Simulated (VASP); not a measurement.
## Ga: relaxation of cell and atoms with PBEsol

Ga:

```
Ga
1.0
     2.56609    0.00000    0.00000
     0.00000    2.56609    0.00000
     0.00000    0.00000    2.56609
Ga
1
Direct
  0.00000 0.00000 0.00000
```

```
Program                : VASP 6.6.1
Task                   : relaxation of cell and atoms
Functional             : PBEsol
Potentials or basis    : VASP PAW PBE potentials, release 64 (Ga_d)
Cutoff                 : 600 eV
k mesh                 : 14 × 14 × 14
Occupations            : fermi-dirac, width 0.1 eV
Spin                   : no spin polarisation
Target pressure        : 8 GPa
Dipole correction      : no
Further INCAR settings : ALGO = Normal; EDIFF = 1e-07; IBRION = 2; EDIFFG = -0.005; NSW = 32; ISIF = 3
```

```yaml
Relaxed_volume: 16.92 Å³/atom
Relaxed_cell: a = 2.567 Å, b = 2.567 Å, c = 2.567 Å, α = 90.00°, β = 90.00°, γ = 90.00°
Space_group_after_relaxing_to_0.05_Å: Pm-3m (No. 221)
Energy_change_on_relaxing_the_enthalpy_is_what_falls: -0.9 meV/atom
Ionic_steps: 2
Pressure_after_relaxing: 8.0 GPa
```

The path:
| step | energy change (eV) | largest force (eV/Å) | pressure (GPa) | volume (Å³) |
| --- | --- | --- | --- | --- |
| 1 | 0.0000 | 0.0000 | 8.07 | 16.90 |
| 2 | -0.0009 | 0.0000 | 7.95 | 16.92 |

Final structure:
```
Ga
1.0
     2.56701    0.00000    0.00000
     0.00000    2.56701    0.00000
     0.00000    0.00000    2.56701
Ga
1
Direct
  0.00000 0.00000 0.00000
```

Levels at points of the mesh, in eV from the Fermi level:
| k point | band 3 | band 4 | band 5 | band 6 | band 7 | band 8 | band 9 | band 10 |
| --- | --- | --- | --- | --- | --- | --- | --- | --- |
| (0.00, 0.00, 0.00) | -14.55 | -14.55 | -14.55 | -11.79 | 10.17 | 10.17 | 10.17 | 13.09 |
| (0.50, 0.00, 0.00) | -14.77 | -14.77 | -14.54 | -6.44 | -4.94 | 14.39 | 14.39 | 17.45 |
| (0.50, 0.50, 0.00) | -14.73 | -14.73 | -14.36 | -0.89 | -0.89 | -0.89 | 4.23 | 18.91 |
| (0.50, 0.50, 0.50) | -15.08 | -14.35 | -14.35 | 3.03 | 3.03 | 3.03 | 6.03 | 8.77 |

It took 34 s on 1 thread of Intel Xeon 8259CL (shared host), peak memory 0.16 GiB.

Caveat: the cell is relaxed towards a set pressure, so the enthalpy falls and the energy may rise; the PAW data sets were made with another functional, which shifts forces and pressure a little.
